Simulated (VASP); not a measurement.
GaSb, 2 atoms in the cell. Symmetry: Immm, No. 71, orthorhombic system. The conventional cell has a = 3.024 Å, b = 5.456 Å, c = 6.283 Å, α = 90.00°, β = 90.00°, γ = 90.00°. Ga (site symmetry mmm) has 2 Ga at 3.02 Å and 6 Sb at 3.12 to 3.14 Å within 4.0 Å. Sb (site symmetry mmm) has 2 Sb at 3.02 Å and 6 Ga at 3.12 to 3.14 Å within 4.0 Å.  This cell differs from its parent crystal: strained.

| Item | Value |
| --- | --- |
| Program | VASP 6.6.1 |
| Task | single point |
| Functional | PBEsol |
| Potentials or basis | VASP PAW PBE potentials, release 64 (Ga_d, Sb) |
| Cutoff | 520 eV |
| k mesh | 16 × 16 × 16 |
| Occupations | gaussian, width 0.1 eV |
| Spin | no spin polarisation |
| Dipole correction | no |
| Further INCAR settings | ALGO = Normal; EDIFF = 1e-06; NBANDS = 16 |

Potentials or basis: VASP PAW PBE potentials, release 64 (Ga_d, Sb).

Command:

```console
$ cat potpaw_PBE.64/Ga_d/POTCAR potpaw_PBE.64/Sb/POTCAR > POTCAR
$ mpirun -np 1 vasp_std > vasp.out
```

Hardware: 1 thread of Intel(R) Xeon(R) Platinum 8259CL CPU @ 2.50GHz (Skylake/Cascade Lake), with other jobs on the host.

Question: How long does it take, and how much memory?

Answer: It took 5.5 min on 1 thread of Intel(R) Xeon(R) Platinum 8259CL CPU @ 2.50GHz (Skylake/Cascade Lake) (shared host), peak memory 0.64 GiB. Counts: scf iterations 10, k points 621.
